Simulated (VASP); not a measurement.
# HC18F in VASP: single point with PBE+D3(BJ)

Aim: the single point of HC18F with PBE+D3(BJ).

All numbers are computed with VASP 6.6.1; they aren't measurements. Logs are shortened: lines on timing, memory, paths and dates and some standing lists are left out, and cuts for length are marked.

## Step 1: The cell of the first run

The cell holds a slab with vacuum, 20 atoms: a = 7.398 Å, b = 7.398 Å, c = 13.000 Å, α = 90.00°, β = 90.00°, γ = 120.00°.

## Step 2: Single point, PBE+D3(BJ)

Input file INCAR:

```
SYSTEM = HC18F
ALGO     = Normal         ! electronic algorithm
EDIFF    = 1E-6           ! SCF threshold, eV
ENCUT    = 910            ! plane-wave cutoff, eV
GGA      = PE             ! functional
GGA_COMPAT= .FALSE.      
ISIF     = 2              ! what is computed and relaxed
ISMEAR   = 0              ! smearing method
IVDW     = 12             ! dispersion correction
LASPH    = .TRUE.         ! aspherical terms in the spheres
LCHARG   = .TRUE.         ! write CHGCAR
LELF     = .TRUE.         ! ELF
LREAL    = Auto         
LVHAR    = .TRUE.       
LWAVE    = .FALSE.        ! write WAVECAR
NBANDS   = 56             ! bands
NELM     = 120            ! most SCF steps
NELMDL   = -8           
PREC     = Accurate       ! precision mode
SIGMA    = 0.02           ! smearing width, eV
```

Input file KPOINTS:

```
k-points
0
G
  2 2 1
  0 0 0
```

Input file POSCAR:

```
HC18F
1.0
    7.3980000000      0.0000000000      0.0000000000
   -3.6990000000      6.4068560000      0.0000000000
    0.0000000000      0.0000000000     13.0000000000
C F H
18 1 1
Direct
    0.0072459788      0.0024126580      0.0717773214
    0.2306127564      0.1127291203      0.0716755032
    0.0073110897      0.3357613489      0.0717740978
    0.2306744802      0.4461813790      0.0717656900
    0.0073039031      0.6691806532      0.0716527813
    0.2306959059      0.7794181758      0.0717291689
    0.3404944966      0.0023516366      0.0716712419
    0.5638531896      0.1123936308      0.0717770015
    0.3402752021      0.3356998724      0.0717429910
    0.5638389960      0.4462820859      0.0718813584
    0.3405525587      0.6690942410      0.0717992683
    0.5639248878      0.7794272987      0.0717805463
    0.6739076672      0.0023674242      0.0718025271
    0.8973778808      0.1127486931      0.0718379040
    0.6739802075      0.3356762708      0.0720444258
    0.8977185368      0.4462580809      0.0717338096
    0.6739861754      0.6693889596      0.0717531991
    0.8973841909      0.7795061919      0.0716835943
    0.6431167034      0.3715158531      0.3124877655
    0.6427398930      0.3683847259      0.2402456045
```

Potentials or basis: VASP PAW PBE potentials, release 64 (C_h, F_h, H_h).

Run with:

```console
$ cat potpaw_PBE.64/C_h/POTCAR potpaw_PBE.64/F_h/POTCAR potpaw_PBE.64/H_h/POTCAR > POTCAR
$ mpirun -np 1 vasp_std > vasp.out
```

OUTCAR:

```text
SYSTEM = HC18F
   EDIFF = 1E-6
   ENCUT = 910
   GGA = PE
   ISIF = 2
   ISMEAR = 0
   IVDW = 12
   LASPH = .TRUE.
   LREAL = Auto
   NELM = 120
   NELMDL = -8
   PREC = Accurate
 IVDW          = 12

 ion  position               nearest neighbor table
   1  0.007  0.002  0.072-  14 1.41  18 1.43   2 1.43
   2  0.231  0.113  0.072-   7 1.41   9 1.43   1 1.43
   3  0.007  0.336  0.072-  16 1.41  14 1.43   4 1.43
   4  0.231  0.446  0.072-   9 1.41  11 1.43   3 1.43
   5  0.007  0.669  0.072-  18 1.41  16 1.43   6 1.43
   6  0.231  0.779  0.072-  11 1.41   7 1.43   5 1.43
[... 10 lines left out ...]
  17  0.674  0.669  0.072-  12 1.41  10 1.43  18 1.43
  18  0.897  0.780  0.072-   5 1.41   1 1.43  17 1.43
  19  0.643  0.372  0.312-  20 0.94
  20  0.643  0.368  0.240-  19 0.94

  LATTYP: Found a hexagonal cell.
 ALAT       =     7.3980000000
 C/A-ratio  =     1.7572316842

  Lattice vectors:

 A1 = (   7.3980000000,   0.0000000000,   0.0000000000)
 A2 = (  -3.6990000000,   6.4068560000,   0.0000000000)
 A3 = (   0.0000000000,   0.0000000000,  13.0000000000)

Analysis of symmetry for initial positions (statically):
=====================================================================
 Subroutine PRICEL returns:
 Original cell was already a primitive cell.

 Routine SETGRP: Setting up the symmetry group for a
 hexagonal supercell.

 Subroutine GETGRP returns: Found  1 space group operations
 (whereof  1 operations were pure point group operations)
 out of a pool of 24 trial point group operations.

The static configuration has the point symmetry C_1 .

Analysis of symmetry for dynamics (positions and initial velocities):
=====================================================================
 Subroutine PRICEL returns:
 Original cell was already a primitive cell.

 Routine SETGRP: Setting up the symmetry group for a
 hexagonal supercell.

 Subroutine GETGRP returns: Found  1 space group operations
 (whereof  1 operations were pure point group operations)
 out of a pool of 24 trial point group operations.

The dynamic configuration has the point symmetry C_1 .

 Subroutine INISYM returns: Found  1 space group operations
 (whereof  1 operations are pure point group operations),
 and found     1 'primitive' translations

----------------------------------------------------------------------------------------

                                     Primitive cell

  volume of cell :     616.1730

  direct lattice vectors                    reciprocal lattice vectors
     7.398000000  0.000000000  0.000000000     0.135171668  0.078041398  0.000000000
    -3.699000000  6.406856000  0.000000000     0.000000000  0.156082796  0.000000000
     0.000000000  0.000000000 13.000000000     0.000000000  0.000000000  0.076923077

  length of vectors
     7.398000000  7.398000054 13.000000000     0.156082797  0.156082796  0.076923077

  position of ions in fractional coordinates (direct lattice)
     0.007245979  0.002412658  0.071777321
     0.230612756  0.112729120  0.071675503
     0.007311090  0.335761349  0.071774098
     0.230674480  0.446181379  0.071765690
     0.007303903  0.669180653  0.071652781
     0.230695906  0.779418176  0.071729169
[... 12 lines left out ...]
     0.643116703  0.371515853  0.312487766
     0.642739893  0.368384726  0.240245604

  ion indices of the primitive-cell ions
   primitive index   ion index
                 1           1
                 2           2
                 3           3
                 4           4
                 5           5
                 6           6
[... 12 lines left out ...]
                19          19
                20          20

----------------------------------------------------------------------------------------

 KPOINTS: k-points

Automatic generation of k-mesh.
 Grid dimensions read from file:
 generate k-points for:    2    2    1

 Generating k-lattice:

  Cartesian coordinates                     Fractional coordinates (reciprocal lattice)
     0.067585834  0.039020699  0.000000000     0.500000000 -0.000000000  0.000000000
     0.000000000  0.078041398  0.000000000     0.000000000  0.500000000  0.000000000
     0.000000000  0.000000000  0.076923077     0.000000000  0.000000000  1.000000000

  Length of vectors
     0.078041399  0.078041398  0.076923077

  Shift w.r.t. Gamma in fractional coordinates (k-lattice)
     0.000000000  0.000000000  0.000000000

 Subroutine IBZKPT returns following result:
 ===========================================

 Found      4 irreducible k-points:

 Following reciprocal coordinates:
            Coordinates               Weight
  0.000000  0.000000  0.000000      1.000000
  0.500000  0.000000  0.000000      1.000000
  0.000000  0.500000  0.000000      1.000000
  0.500000  0.500000  0.000000      1.000000
   k-points           NKPTS =      4   k-points in BZ     NKDIM =      4   number of bands    NBANDS=     56
   number of dos      NEDOS =    301   number of ions     NIONS =     20
   total plane-waves  NPLWV = 819200
   dimension x,y,z NGX =    80 NGY =   80 NGZ =  128
   dimension x,y,z NGXF=   160 NGYF=  160 NGZF=  256
   ions per type =              18   1   1
   NGX,Y,Z   is equivalent  to a cutoff of  17.98, 17.98, 16.37 a.u.
   NGXF,Y,Z  is equivalent  to a cutoff of  35.95, 35.95, 32.74 a.u.
 SYSTEM =  HC18F
   PREC   = accura    normal or accurate (medium, high low for compatibility)
   ISTART =      0    job   : 0-new  1-cont  2-samecut
   ICHARG =      2    charge: 1-file 2-atom 10-const
   ISPIN  =      1    spin polarized calculation?
   LNONCOLLINEAR =      F non collinear calculations
   LSORBIT =      F    spin-orbit coupling
   LASPH  =      T    aspherical Exc in radial PAW
   ENCUT  =  910.0 eV  66.88 Ry    8.18 a.u.  18.20 18.20 31.98*2*pi/ulx,y,z
   NELM   =    120;   NELMIN=  2; NELMDL= -8     # of ELM steps
   EDIFF  = 0.1E-05   stopping-criterion for ELM
   LREAL  =      T    real-space projection
   EDIFFG = 0.1E-04   stopping-criterion for IOM
   NSW    =      0    number of steps for IOM
   IBRION =     -1    ionic relax: 0-MD 1-quasi-New 2-CG
   NFREE  =      0    steps in history (QN), initial steepest desc. (CG)
   ISIF   =      2    stress and relaxation
   ISYM   =      2    0-nonsym 1-usesym 2-fastsym
   POTIM  = 0.5000    time-step for ionic-motion
   TEBEG  =    0.0;   TEEND  =   0.0 temperature during run
   PSTRESS=    0.0 pullay stress
   NELECT =      80.0000    total number of electrons
   NUPDOWN=      -1.0000    fix difference up-down
   EMIN   =  10.00;   EMAX   =-10.00  energy-range for DOS
   EFERMI =   0.00;   METHOD = LEGACY
   ISMEAR =     0;   SIGMA  =   0.02  broadening in eV -4-tet -1-fermi 0-gaus
   EFERMI_NEDOS =   21; number of points for ismear=-14 and -15
   IALGO  =     38    algorithm
   IMIX   =      4    mixing-type and parameters
     AMIX     =   0.40;   BMIX     =  1.00
     AMIX_MAG =   1.60;   BMIX_MAG =  1.00
  volume/ion in A,a.u.               =      30.81       207.91
  Fermi-wavevector in a.u.,A,eV,Ry     =   0.828967  1.566521  9.349739  0.687186
  Thomas-Fermi vector in A             =   1.941434
   LORBIT       =      0    0 simple, 1 ext, 2 COOP (PROOUT), +10 PAW based schemes
   GGA     = PE    functional components
   LHFCALC =     F    Hartree Fock is set to
   AEXX    =    0.0000 exact exchange contribution
   IVDW    =    12    specifies the selected vdW correction
   LEPSILON=     F    determine dielectric tensor
   LRPA    =     F    only Hartree local field effects (RPA)
 non-spin polarized calculation
 Gauss-broadening in eV      SIGMA  =   0.02
  energy-cutoff  :      910.00
  volume of cell :      616.17
 maximum number of plane-waves:     38434
 NGX is ok and might be reduce to    80
   NGX = 37   NGY = 37   NGZ = 63

 number of electron      80.0000003 magnetization

 Free energy of the ion-electron system (eV)
  ---------------------------------------------------
  ext. energy  EPLUGINS =         0.00000000
  ---------------------------------------------------
  free energy    TOTEN  =      -173.93358250 eV

  energy without entropy =     -173.93358228  energy(sigma->0) =     -173.93358239

 E-fermi :  -2.0557     XC(G=0):  -3.6705

 val. band max:       -2.1193859850   @ k =   0.0000   0.0000   0.0000
 cond. band min:      -1.9919852444   @ k =   0.0000   0.0000   0.0000
 fundamental gap:      0.1274007406
 Fermi energy:        -2.0556855722

 k-point     1 :       0.0000    0.0000    0.0000
  band No.  band energies     occupation
      1     -26.9072      2.00000
      2     -21.5855      2.00000
      3     -19.0505      2.00000
      4     -19.0147      2.00000
      5     -19.0013      2.00000
      6     -18.9877      2.00000
[... 44 lines left out ...]
     51       3.3869      0.00000
     52       4.3086      0.00000

 k-point     2 :       0.5000    0.0000    0.0000
  band No.  band energies     occupation
      1     -26.9072      2.00000
      2     -20.9489      2.00000
      3     -20.9127      2.00000
      4     -19.6469      2.00000
      5     -19.6354      2.00000
      6     -17.1727      2.00000
[... 44 lines left out ...]
     51       4.1166      0.00000
     52       4.2440      0.00000

 k-point     3 :       0.0000    0.5000    0.0000
  band No.  band energies     occupation
      1     -26.9072      2.00000
      2     -20.9488      2.00000
      3     -20.9134      2.00000
      4     -19.6447      2.00000
      5     -19.6361      2.00000
      6     -17.1713      2.00000
[... 44 lines left out ...]
     51       4.1163      0.00000
     52       4.2449      0.00000

 k-point     4 :       0.5000    0.5000    0.0000
  band No.  band energies     occupation
      1     -26.9072      2.00000
      2     -20.9482      2.00000
      3     -20.9170      2.00000
      4     -19.6425      2.00000
      5     -19.6302      2.00000
      6     -17.1728      2.00000
[... 44 lines left out ...]
     51       4.1164      0.00000
     52       4.2472      0.00000
 [bands above 52 left out]

------------------------ aborting loop because EDIFF is reached ----------------------------------------

 Edisp (eV)   -1.69421

 E8    (eV) :    -0.5215

  FORCE on cell =-STRESS in cart. coord.  units (eV):
  Direction    XX          YY          ZZ          XY          YZ          ZX
  --------------------------------------------------------------------------------------
  -------------------------------------------------------------------------------------
  Total      -1.83527     1.80348    -0.49125     4.34256    -0.00193     0.00092
  in kB      -4.77208     4.68942    -1.27735    11.29157    -0.00501     0.00238
  external pressure =       -0.45 kB  Pullay stress =        0.00 kB

 VOLUME and BASIS-vectors are now :
 -----------------------------------------------------------------------------
  energy-cutoff  :      910.00
  volume of cell :      616.17
      direct lattice vectors                 reciprocal lattice vectors
     7.398000000  0.000000000  0.000000000     0.135171668  0.078041398  0.000000000
    -3.699000000  6.406856000  0.000000000     0.000000000  0.156082796  0.000000000
     0.000000000  0.000000000 13.000000000     0.000000000  0.000000000  0.076923077

 POSITION                                       TOTAL-FORCE (eV/Angst)
 -----------------------------------------------------------------------------------
      0.04468      0.01546      0.93311        -0.002286      0.002416      0.001428
      1.28909      0.72224      0.93178         0.000869     -0.004914     -0.000478
     -1.18789      2.15117      0.93306         0.002587      0.003551      0.000207
      0.05610      2.85862      0.93295         0.002535     -0.003743      0.001136
     -2.42126      4.28734      0.93149        -0.001900      0.005236     -0.000597
     -1.17638      4.99362      0.93248        -0.001958     -0.004369     -0.000037
[... 12 lines left out ...]
      3.38354      2.38025      4.06234         0.005674      0.003176     -0.028099
      3.39233      2.36019      3.12319        -0.000104      0.000343      0.028286
 -----------------------------------------------------------------------------------
    total drift:                                0.003633      0.010065     -0.007390

  FREE ENERGIE OF THE ION-ELECTRON SYSTEM (eV)
  ---------------------------------------------------
  free  energy   TOTEN  =      -175.6277893195 eV

  energy  without entropy=     -175.6277890978  energy(sigma->0) =     -175.62778921
```

Run time: 14 min. Hardware: 1 thread of Intel Xeon 6975P-C (Granite Rapids), shared host; peak memory 1.5 GiB.

What came out:

- Free energy: -175.6278 eV
- Largest force: 0.029 eV/Å
- Band gap on the k mesh: 0.13 eV
- Dispersion energy per atom: -0.085 eV

Forces on the atoms (eV/Å):
```
C   -0.002  0.002  0.001
C    0.001 -0.005  0.000
C    0.003  0.004  0.000
C    0.003 -0.004  0.001
C   -0.002  0.005 -0.001
C   -0.002 -0.004  0.000
C   -0.001  0.007 -0.001
C   -0.004 -0.003 -0.002
C    0.000  0.005  0.000
C    0.002 -0.004  0.001
C    0.000  0.000  0.002
C    0.001 -0.006  0.000
C    0.000  0.005  0.000
C   -0.001 -0.004 -0.001
C   -0.003  0.004 -0.001
C   -0.003 -0.004  0.000
C    0.000  0.004 -0.001
C    0.004 -0.006  0.001
F    0.006  0.003 -0.028
H    0.000  0.000  0.028
```

Caveat: the k points lie up to 0.49 Å⁻¹ apart; the cutoff is under 1.25 times the usual one of these potentials, so pressure, stress and relaxed cells hold a basis-set (Pulay) error.
